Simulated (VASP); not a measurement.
# Be (P6_3/mmc) in VASP: further runs, part 2 of 2

VASP 6.6.1. Earlier steps stand in the parts before.

**4. Single point, PBE (volume scaled by 0.92)**

INCAR reads:

```
SYSTEM = Be
ALGO = Normal
EDIFF = 1E-7
ENCUT = 520
GGA = PE
ISIF = 2
ISMEAR = -1
LASPH = .TRUE.
LCHARG = .FALSE.
LREAL = .FALSE.
LWAVE = .FALSE.
NBANDS = 12
NELM = 80
PREC = Accurate
SIGMA = 0.1
```

KPOINTS reads:

```
k-points
0
G
  18 18 5
  0 0 0
```

POSCAR reads:

```
Be
1.0
    2.1929875987      0.0000000000      0.0000000000
   -1.0964937994      1.8991829707      0.0000000000
    0.0000000000      0.0000000000      6.9813081990
Be
4
Direct
    0.0000000000      1.0000000000      1.0000000000
    0.0000000000      0.0000000000      0.5000000000
    0.3333333333      0.6666666667      0.2500000000
    0.6666666667      0.3333333333      0.7500000000
```

Potentials or basis: VASP PAW PBE potentials, release 64 (Be).

Started as:

```bash
$ cat potpaw_PBE.64/Be/POTCAR > POTCAR
$ mpirun -np 1 vasp_std > vasp.out
```

OUTCAR:

```text
SYSTEM = Be
   EDIFF = 1E-7
   ENCUT = 520
   GGA = PE
   ISIF = 2
   ISMEAR = -1
   LASPH = .TRUE.
   LREAL = .FALSE.
   NELM = 80
   PREC = Accurate

 ion  position               nearest neighbor table
   1  0.000  0.000  0.000-   3 2.16   4 2.16   4 2.16   3 2.16   4 2.16   3 2.16
   2  0.000  0.000  0.500-   3 2.16   4 2.16   4 2.16   3 2.16   4 2.16   3 2.16
   3  0.333  0.667  0.250-   1 2.16   2 2.16   1 2.16   2 2.16   1 2.16   2 2.16
   4  0.667  0.333  0.750-   1 2.16   2 2.16   1 2.16   2 2.16   1 2.16   2 2.16

  LATTYP: Found a hexagonal cell.
 ALAT       =     2.1929875987
 C/A-ratio  =     3.1834690735

  Lattice vectors:

 A1 = (   2.1929875987,   0.0000000000,   0.0000000000)
 A2 = (  -1.0964937994,   1.8991829707,   0.0000000000)
 A3 = (   0.0000000000,   0.0000000000,   6.9813081990)

Analysis of symmetry for initial positions (statically):
=====================================================================
 Subroutine PRICEL returns:
 Original cell was already a primitive cell.

 Routine SETGRP: Setting up the symmetry group for a
 hexagonal supercell.

 Subroutine GETGRP returns: Found 24 space group operations
 (whereof 12 operations were pure point group operations)
[... 179 lines left out ...]
      2      -1.9009      2.00000
      3      -1.8713      2.00000
      4       2.8709      2.00000
      5       8.9547      0.00007
      6      18.8229      0.00000
      7      18.8252      0.00000
      8      25.1659      0.00000
      9      25.1659      0.00000
     10      26.3978      0.00000
     11      26.3980      0.00000
     12      26.7640      0.00000
[... 331 lines left out ...]
 k-point    24 :       0.3889    0.1111    0.0000
  band No.  band energies     occupation
      1       1.9722      2.00000
      2       3.6989      2.00000
      3       3.7661      2.00000
      4       5.9523      2.00000
      5       9.6545      0.00000
      6      10.0514      0.00000
      7      11.5701      0.00000
      8      13.7637      0.00000
      9      15.3115      0.00000
     10      15.9100      0.00000
     11      18.5960      0.00000
     12      19.7698      0.00000

 [... further k-points ...]
[... 5 lines left out ...]
  --------------------------------------------------------------------------------------
  -------------------------------------------------------------------------------------
  Total        2.0132902      2.0132902      2.4657304     -0.0000000     -0.0000000      0.0000000
  in kB      110.9371929    110.9371929    135.8677470     -0.0000000     -0.0000000      0.0000000
  external PRESSURE =     119.2473776 kB  Pullay stress =       0.0000000 kB

 VOLUME and BASIS-vectors are now :
 -----------------------------------------------------------------------------
  energy-cutoff  :      520.00
  volume of cell :       29.08
      direct lattice vectors                 reciprocal lattice vectors
     2.192987599  0.000000000  0.000000000     0.455998931  0.263271105  0.000000000
    -1.096493799  1.899182971  0.000000000     0.000000000  0.526542211  0.000000000
     0.000000000  0.000000000  6.981308199     0.000000000  0.000000000  0.143239630

 POSITION                                       TOTAL-FORCE (eV/Angst)
 -----------------------------------------------------------------------------------
      0.00000      0.00000      0.00000         0.000000      0.000000      0.000000
      0.00000      0.00000      3.49065         0.000000      0.000000      0.000000
     -0.00000      1.26612      1.74533         0.000000      0.000000     -0.000000
      1.09649      0.63306      5.23598        -0.000000     -0.000000     -0.000000
 -----------------------------------------------------------------------------------
    total drift:                                0.000000     -0.000000     -0.000000

  FREE ENERGIE OF THE ION-ELECTRON SYSTEM (eV)
  ---------------------------------------------------
  free  energy   TOTEN  =       -14.8535621282 eV

  energy  without entropy=      -14.8436211716  energy(sigma->0) =      -14.84859165
```

Wall time 11 s (1 thread of Intel Xeon 6975P-C (Granite Rapids), shared host); peak memory 0.15 GiB.

Results:

```
Free energy            : -14.8536 eV
Pressure               : 11.9 GPa
Band gap on the k mesh : zero (band 4 reaches 8.65 eV, above the bottom of band 5 at 7.19 eV)
```

Stress tensor (GPa, compression positive):
```
11.09  0.00  0.00
 0.00 11.09  0.00
 0.00  0.00 13.59
```

**5. Overview**

```tsv
cell	k mesh	gap on the mesh (eV)	pressure (GPa)
a = 2.255, b = 2.255, c = 7.178 Å, angles 90.0, 90.0, 120.0°, 4 atoms	16 × 16 × 5	none	0.1
a = 2.161, b = 2.161, c = 6.879 Å, angles 90.0, 90.0, 120.0°, 4 atoms	18 × 18 × 5	none	19.6
a = 2.193, b = 2.193, c = 6.981 Å, angles 90.0, 90.0, 120.0°, 4 atoms	18 × 18 × 5	none	11.9
```

Alike in all rows: task single point; level PBE; potentials or basis VASP PAW PBE potentials, release 64 (Be); no spin polarisation; cutoff (eV) 520; smearing fermi-dirac 0.1 eV.

Total energies depend on the potentials used, so only differences within one code and one set of settings carry meaning.
